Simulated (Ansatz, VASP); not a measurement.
**One calculation of BN, two programs**

Contents of INCAR:

```
SYSTEM = BN
  PREC = Accurate
  ENCUT = 600
  EDIFF = 1E-6
  ISMEAR = 0
  SIGMA = 0.01
  LREAL = .False.
  LASPH = .True.
  NELM = 120
  ALGO = Normal
  ISIF = 2
  LWAVE = .False.
  LCHARG = .False.
  GGA = CA
  NBANDS = 16
  GGA_COMPAT = .False.
```

KPOINTS

```
regular mesh
0
Gamma
  8 8 3
  0 0 0
```

File POSCAR:

```
BN
1.0
    2.4982400000      0.0000000000      0.0000000000
   -1.2491200000      2.1635393048      0.0000000000
    0.0000000000      0.0000000000      6.6357000000
B N
2 2
Direct
    0.3333333333      0.6666666667      0.2500000000
    0.6666666667      0.3333333333      0.7500000000
    0.3333333333      0.6666666667      0.7500000000
    0.6666666667      0.3333333333      0.2500000000
```

Input for Ansatz:

```yaml
crystal:
  lattice:
    a: 2.49824
    b: 2.49824
    c: 6.6357
    alpha: 90.0
    beta: 90.0
    gamma: 120.0
  atoms:
    - { symbol: B, position: [0.3333333333333333, 0.6666666666666666, 0.25] }
    - { symbol: B, position: [0.6666666666666666, 0.3333333333333333, 0.75] }
    - { symbol: "N", position: [0.3333333333333333, 0.6666666666666666, 0.75] }
    - { symbol: "N", position: [0.6666666666666666, 0.3333333333333333, 0.25] }
kpoints:
  mp_grid:
    grid: [8, 8, 3]
hamiltonian:
  xc: lda
  pseudopotentials:
    kind: all_electron
    lapw: {}
scf:
  occupations:
    method: fixed
output:
  forces: true
  stress: true
  eigenvalues: true
```

Alike in both runs: task single point; functional LDA; k mesh 8 × 8 × 3; no spin polarisation.

|  | VASP | Ansatz |
| --- | --- | --- |
| version | VASP 6.6.1 | Ansatz 0.2.0 |
| potentials or method | VASP PAW LDA potentials, release 64 (B, N), cutoff 600 eV | all-electron (LAPW or listed datasets) |
| occupations | gaussian, width 0.01 eV | fixed |

|  | VASP | Ansatz | Ansatz less VASP |
| --- | --- | --- | --- |
| gap on the k mesh at the Fermi level (eV) | 4.07 | 4.08 | +0.009 |
| pressure (GPa) | -2.7 | -2.8 | -0.15 |
| traceless stress, the component that is largest in VASP (GPa) | 1.86 | 2.27 | +0.410 |

LDA's correlation is that of Perdew and Zunger in VASP and of Perdew and Wang (1992) in Ansatz. Ansatz ran all-electron here, and VASP with PAW potentials.
